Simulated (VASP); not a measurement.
Set up this calculation in VASP 6.6.1, as the native input.

```yaml
Task: single point
Functional: LDA
Potentials_or_basis: VASP PAW LDA potentials, release 64 (Ba_sv)
Cutoff: 520 eV
k_mesh: 10 × 10 × 10
Occupations: fermi-dirac, width 0.1 eV
Spin: no spin polarisation
Dipole_correction: no
Further_INCAR_settings: ALGO = Normal; EDIFF = 1e-06; NBANDS = 11
```

The structure of Ba lies in POSCAR:

```
Ba
1.0
    0.0000000000      3.0337473641      3.0337473641
    3.0337473641      0.0000000000      3.0337473641
    3.0337473641      3.0337473641      0.0000000000
Ba
1
Direct
    0.0000000000      0.0000000000      0.0000000000
```

This isn't the form of Ba at room conditions, which is bcc.

One way to write it, as run:

INCAR

```
PREC = Accurate
ENCUT = 520
EDIFF = 1E-6
ISMEAR = -1
SIGMA = 0.1
LREAL = F
LASPH = T
NELM = 100
ALGO = Normal
ISIF = 2
LWAVE = F
LCHARG = F
GGA = CA
NBANDS = 11
```

KPOINTS

```
regular mesh
0
Gamma
  10 10 10
```

Potentials or basis: VASP PAW LDA potentials, release 64 (Ba_sv).

Launch:

```sh
$ cat potpaw_LDA.64/Ba_sv/POTCAR > POTCAR
$ mpirun -np 1 vasp_std > vasp.out
```

It gave:

The pressure is -0.3 GPa and the band gap on the k mesh is zero (bands 5 and 6 overlap by 0.36 eV).

Caveat: spin-orbit coupling is left out, which moves the levels of the heavy elements.

It took 19 s on 1 thread of Intel(R) Xeon(R) Platinum 8259CL CPU @ 2.50GHz (Skylake/Cascade Lake), with other jobs on the host, peak memory 0.16 GiB.
